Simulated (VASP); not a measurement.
# Cd (P6_3/mmc) in VASP: further runs, part 3 of 3

VASP 6.6.1. The steps go on from the part before.

## Step 4: Single point, LDA (19.07 Å³/atom)

This run uses another cell than the first one, of 19.07 Å³/atom.

INCAR reads:

```
SYSTEM = Cd
ALGO     = Normal         ! electronic algorithm
EDIFF    = 1E-7           ! SCF threshold, eV
ENCUT    = 520            ! plane-wave cutoff, eV
GGA      = CA             ! functional
ISIF     = 2              ! what is computed and relaxed
ISMEAR   = -1             ! smearing method
LASPH    = .TRUE.         ! aspherical terms in the spheres
LCHARG   = .FALSE.        ! write CHGCAR
LREAL    = .FALSE.        ! projectors in reciprocal space
LWAVE    = .FALSE.        ! write WAVECAR
NBANDS   = 32             ! bands
NELM     = 100            ! most SCF steps
PREC     = Accurate       ! precision mode
SIGMA    = 0.1            ! smearing width, eV
```

KPOINTS reads:

```
k-points
0
G
  13 13 4
  0 0 0
```

POSCAR reads:

```
Cd
1.0
    3.0264474163      0.0000000000      0.0000000000
   -1.5132237081      2.6209803457      0.0000000000
    0.0000000000      0.0000000000      9.6170310950
Cd
4
Direct
    1.0000000000      0.0000000000      1.0000000000
    1.0000000000      1.0000000000      0.5000000000
    0.3333333333      0.6666666667      0.2500000000
    0.6666666667      0.3333333333      0.7500000000
```

Potentials or basis: VASP PAW LDA potentials, release 64 (Cd).

Launch:

```bash
$ cat potpaw_LDA.64/Cd/POTCAR > POTCAR
$ mpirun -np 1 vasp_std > vasp.out
```

OUTCAR:

```text
SYSTEM = Cd
   EDIFF = 1E-7
   ENCUT = 520
   GGA = CA
   ISIF = 2
   ISMEAR = -1
   LASPH = .TRUE.
   LREAL = .FALSE.
   NELM = 100
   PREC = Accurate

 ion  position               nearest neighbor table
   1  0.000  0.000  0.000-   3 2.97   4 2.97   3 2.97   4 2.97   4 2.97   3 2.97
   2  0.000  0.000  0.500-   3 2.97   4 2.97   3 2.97   4 2.97   4 2.97   3 2.97
   3  0.333  0.667  0.250-   1 2.97   2 2.97   1 2.97   2 2.97   1 2.97   2 2.97
   4  0.667  0.333  0.750-   1 2.97   2 2.97   1 2.97   2 2.97   1 2.97   2 2.97

  LATTYP: Found a hexagonal cell.
 ALAT       =     3.0264474163
 C/A-ratio  =     3.1776633697

  Lattice vectors:

 A1 = (   3.0264474163,   0.0000000000,   0.0000000000)
 A2 = (  -1.5132237081,   2.6209803457,   0.0000000000)
 A3 = (   0.0000000000,   0.0000000000,   9.6170310950)

Analysis of symmetry for initial positions (statically):
=====================================================================
 Subroutine PRICEL returns:
 Original cell was already a primitive cell.

 Routine SETGRP: Setting up the symmetry group for a
 hexagonal supercell.

 Subroutine GETGRP returns: Found 24 space group operations
 (whereof 12 operations were pure point group operations)
 out of a pool of 24 trial point group operations.

The static configuration has the point symmetry D_3d.
 The point group associated with its full space group is D_6h.

Analysis of symmetry for dynamics (positions and initial velocities):
=====================================================================
 Subroutine PRICEL returns:
 Original cell was already a primitive cell.

 Routine SETGRP: Setting up the symmetry group for a
 hexagonal supercell.

 Subroutine GETGRP returns: Found 24 space group operations
 (whereof 12 operations were pure point group operations)
 out of a pool of 24 trial point group operations.

The dynamic configuration has the point symmetry D_3d.
 The point group associated with its full space group is D_6h.

 Subroutine INISYM returns: Found 24 space group operations
 (whereof 12 operations are pure point group operations),
 and found     1 'primitive' translations

----------------------------------------------------------------------------------------

                                     Primitive cell

  volume of cell :      76.2848

  direct lattice vectors                    reciprocal lattice vectors
     3.026447416  0.000000000  0.000000000     0.330420411  0.190768313  0.000000000
    -1.513223708  2.620980346  0.000000000     0.000000000  0.381536627  0.000000000
     0.000000000  0.000000000  9.617031095     0.000000000  0.000000000  0.103982195

  length of vectors
     3.026447416  3.026447416  9.617031095     0.381536627  0.381536627  0.103982195

  position of ions in fractional coordinates (direct lattice)
     0.000000000  0.000000000  0.000000000
     0.000000000  0.000000000  0.500000000
     0.333333333  0.666666667  0.250000000
     0.666666667  0.333333333  0.750000000

  ion indices of the primitive-cell ions
   primitive index   ion index
                 1           1
                 2           2
                 3           3
                 4           4

----------------------------------------------------------------------------------------

 KPOINTS: k-points

Automatic generation of k-mesh.
 Grid dimensions read from file:
 generate k-points for:   13   13    4

 Generating k-lattice:

  Cartesian coordinates                     Fractional coordinates (reciprocal lattice)
     0.025416955  0.014674486  0.000000000     0.076923077  0.000000000  0.000000000
     0.000000000  0.029348971  0.000000000     0.000000000  0.076923077  0.000000000
     0.000000000  0.000000000  0.025995549     0.000000000  0.000000000  0.250000000

  Length of vectors
     0.029348971  0.029348971  0.025995549

  Shift w.r.t. Gamma in fractional coordinates (k-lattice)
     0.000000000  0.000000000  0.000000000

 Subroutine IBZKPT returns following result:
 ===========================================

 Found     63 irreducible k-points:

 Following reciprocal coordinates:
            Coordinates               Weight
  0.000000  0.000000  0.000000      1.000000
  0.076923  0.000000  0.000000      6.000000
  0.153846 -0.000000  0.000000      6.000000
  0.230769  0.000000  0.000000      6.000000
  0.307692 -0.000000  0.000000      6.000000
  0.384615 -0.000000  0.000000      6.000000
[... 16 lines left out ...]
  0.076923  0.000000  0.250000     12.000000
  0.153846 -0.000000  0.250000     12.000000
 [... further k-points ...]
   k-points           NKPTS =     63   k-points in BZ     NKDIM =     63   number of bands    NBANDS=     32
   number of dos      NEDOS =    301   number of ions     NIONS =      4
   total plane-waves  NPLWV =  41472
   dimension x,y,z NGX =    24 NGY =   24 NGZ =   72
   dimension x,y,z NGXF=    48 NGYF=   48 NGZF=  144
   ions per type =               4
   NGX,Y,Z   is equivalent  to a cutoff of  13.18, 13.18, 12.45 a.u.
   NGXF,Y,Z  is equivalent  to a cutoff of  26.37, 26.37, 24.89 a.u.
 SYSTEM =  Cd
   PREC   = accura    normal or accurate (medium, high low for compatibility)
   ISTART =      0    job   : 0-new  1-cont  2-samecut
   ICHARG =      2    charge: 1-file 2-atom 10-const
   ISPIN  =      1    spin polarized calculation?
   LNONCOLLINEAR =      F non collinear calculations
   LSORBIT =      F    spin-orbit coupling
   LASPH  =      T    aspherical Exc in radial PAW
   ENCUT  =  520.0 eV  38.22 Ry    6.18 a.u.   5.63  5.63 17.88*2*pi/ulx,y,z
   NELM   =    100;   NELMIN=  2; NELMDL= -5     # of ELM steps
   EDIFF  = 0.1E-06   stopping-criterion for ELM
   LREAL  =      F    real-space projection
   EDIFFG = 0.1E-05   stopping-criterion for IOM
   NSW    =      0    number of steps for IOM
   IBRION =     -1    ionic relax: 0-MD 1-quasi-New 2-CG
   NFREE  =      0    steps in history (QN), initial steepest desc. (CG)
   ISIF   =      2    stress and relaxation
   ISYM   =      2    0-nonsym 1-usesym 2-fastsym
   POTIM  = 0.5000    time-step for ionic-motion
   TEBEG  =    0.0;   TEEND  =   0.0 temperature during run
   PSTRESS=    0.0 pullay stress
   NELECT =      48.0000    total number of electrons
   NUPDOWN=      -1.0000    fix difference up-down
   EMIN   =  10.00;   EMAX   =-10.00  energy-range for DOS
   EFERMI =   0.00;   METHOD = LEGACY
   ISMEAR =    -1;   SIGMA  =   0.10  broadening in eV -4-tet -1-fermi 0-gaus
   EFERMI_NEDOS =   21; number of points for ismear=-14 and -15
   IALGO  =     38    algorithm
   IMIX   =      4    mixing-type and parameters
     AMIX     =   0.40;   BMIX     =  1.00
     AMIX_MAG =   1.60;   BMIX_MAG =  1.00
  volume/ion in A,a.u.               =      19.07       128.70
  Fermi-wavevector in a.u.,A,eV,Ry     =   1.402844  2.650990 26.775862  1.967970
  Thomas-Fermi vector in A             =   2.525565
   LORBIT       =      0    0 simple, 1 ext, 2 COOP (PROOUT), +10 PAW based schemes
   GGA     = CA    functional components
   LHFCALC =     F    Hartree Fock is set to
   AEXX    =    0.0000 exact exchange contribution
   IVDW    =     0    specifies the selected vdW correction
   LEPSILON=     F    determine dielectric tensor
   LRPA    =     F    only Hartree local field effects (RPA)
 non-spin polarized calculation
  energy-cutoff  :      520.00
  volume of cell :       76.28
 maximum number of plane-waves:      2099
 NGX is ok and might be reduce to    24
   NGX = 11   NGY = 11   NGZ = 35

 number of electron      48.0000002 magnetization

 Free energy of the ion-electron system (eV)
  ---------------------------------------------------
  ext. energy  EPLUGINS =         0.00000000
  ---------------------------------------------------
  free energy    TOTEN  =        -5.95660889 eV

  energy without entropy =       -5.90441999  energy(sigma->0) =       -5.93051444

 E-fermi :   3.8598     XC(G=0): -12.0584

 val. band max:        3.8276867636   @ k =   0.4615   0.0769   0.2500
 cond. band min:       3.8662409345   @ k =   0.3077   0.2308   0.2500
 fundamental gap:      0.0385541709
 Fermi energy:         3.8597564982

 k-point     1 :       0.0000    0.0000    0.0000
  band No.  band energies     occupation
      1      -6.5738      2.00000
      2      -6.2350      2.00000
      3      -6.2099      2.00000
      4      -6.1894      2.00000
      5      -5.8684      2.00000
      6      -5.8684      2.00000
[... 24 lines left out ...]
     31      17.4840      0.00000
     32      17.9786      0.00000
[... 774 lines left out ...]
      2      -6.2130      2.00000
      3      -6.0429      2.00000
      4      -5.9690      2.00000
      5      -5.9469      2.00000
      6      -5.8740      2.00000
[... 24 lines left out ...]
     31      14.6687      0.00000
     32      15.5327      0.00000

 [... further k-points ...]
[... 5 lines left out ...]
  --------------------------------------------------------------------------------------
  -------------------------------------------------------------------------------------
  Total        1.8737472      1.8737472      2.0638359      0.0000000      0.0000000      0.0000000
  in kB       39.3535273     39.3535273     43.3458807      0.0000000      0.0000000      0.0000000
  external PRESSURE =      40.6843118 kB  Pullay stress =       0.0000000 kB

 VOLUME and BASIS-vectors are now :
 -----------------------------------------------------------------------------
  energy-cutoff  :      520.00
  volume of cell :       76.28
      direct lattice vectors                 reciprocal lattice vectors
     3.026447416  0.000000000  0.000000000     0.330420411  0.190768313  0.000000000
    -1.513223708  2.620980346  0.000000000     0.000000000  0.381536627  0.000000000
     0.000000000  0.000000000  9.617031095     0.000000000  0.000000000  0.103982195

 POSITION                                       TOTAL-FORCE (eV/Angst)
 -----------------------------------------------------------------------------------
      0.00000      0.00000      0.00000         0.000000      0.000000     -0.000000
      0.00000      0.00000      4.80852         0.000000      0.000000     -0.000000
     -0.00000      1.74732      2.40426        -0.000000      0.000000      0.000000
      1.51322      0.87366      7.21277        -0.000000     -0.000000     -0.000000
 -----------------------------------------------------------------------------------
    total drift:                               -0.000000      0.000000      0.000000

  FREE ENERGIE OF THE ION-ELECTRON SYSTEM (eV)
  ---------------------------------------------------
  free  energy   TOTEN  =        -5.9566088922 eV

  energy  without entropy=       -5.9044199920  energy(sigma->0) =       -5.93051444
```

It took 3.5 min on 1 thread of Intel Xeon 8259CL, shared host; peak memory 0.24 GiB.

What came out:

```
Free energy            : -5.9566 eV
Pressure               : 4.1 GPa
Band gap on the k mesh : zero (bands 24 and 25 overlap by 2.73 eV)
```

Caveat: the cell stands under pressure.

## Step 5: Single point, LDA (19.87 Å³/atom)

This run uses another cell than the first one, of 19.87 Å³/atom.

INCAR reads:

```
  ALGO = Normal
  EDIFF = 1E-6
  ENCUT = 520
  ISIF = 2
  ISMEAR = -1
  LASPH = T
  LCHARG = F
  LREAL = F
  LWAVE = F
  NBANDS = 32
  NELM = 60
  PREC = Accurate
  SIGMA = 0.1
```

KPOINTS reads:

```
k-points
0
Gamma
  13 13 4
```

POSCAR reads:

```
Cd
1.0
    3.0679107525      0.0000000000      0.0000000000
   -1.5339553762      2.6568886482      0.0000000000
    0.0000000000      0.0000000000      9.7487876196
Cd
4
Direct
    1.0000000000      0.0000000000      1.0000000000
    1.0000000000      1.0000000000      0.5000000000
    0.3333333333      0.6666666667      0.2500000000
    0.6666666667      0.3333333333      0.7500000000
```

Launch:

```bash
$ cat potpaw_LDA.64/Cd/POTCAR > POTCAR
$ mpirun -np 1 vasp_std > vasp.out
```

Wall time 3 min (1 thread of Intel Xeon 8259CL, shared host); peak memory 0.24 GiB.

It converged, with:

| Property | Result |
| --- | --- |
| Free energy | -6.0034 eV |
| Pressure | 0.8 GPa |
| Band gap on the k mesh | zero (bands 24 and 25 overlap by 2.74 eV) |

Stress tensor (GPa, compression positive):
```
0.68 0.00 0.00
0.00 0.68 0.00
0.00 0.00 0.92
```

Levels at points of the mesh, in eV from the Fermi level:
```
           k point  band 20  band 21  band 22  band 23  band 24  band 25  band 26  band 27  band 28  band 29
(0.00, 0.00, 0.00)    -8.51    -8.51    -7.72    -7.70    -2.71    -1.00     7.08     7.08    12.68    12.68
(0.00, 0.00, 0.50)    -8.61    -8.61    -8.61    -5.30    -5.30     2.36     2.36    12.21    12.21    13.04
```

## Step 6: The runs side by side

```tsv
cell	gap on the mesh (eV)	pressure (GPa)
a = 2.940, b = 2.940, c = 9.342 Å, angles 90.0, 90.0, 120.0°, 4 atoms	none	14.0
a = 2.984, b = 2.984, c = 9.482 Å, angles 90.0, 90.0, 120.0°, 4 atoms	none	8.4
a = 3.026, b = 3.026, c = 9.617 Å, angles 90.0, 90.0, 120.0°, 4 atoms	none	4.1
a = 3.068, b = 3.068, c = 9.749 Å, angles 90.0, 90.0, 120.0°, 4 atoms	none	0.8
```

Alike in all rows: task single point; level LDA; potentials or basis VASP PAW LDA potentials, release 64 (Cd); no spin polarisation; k mesh 13 × 13 × 4; cutoff (eV) 520; smearing fermi-dirac 0.1 eV.

Caveats: the cell stands under pressure (at least some runs).

Total energies depend on the potentials used, so only differences within one code and one set of settings carry meaning.

The gap in the log of VASP goes by the Fermi energy; the results here count the filled bands.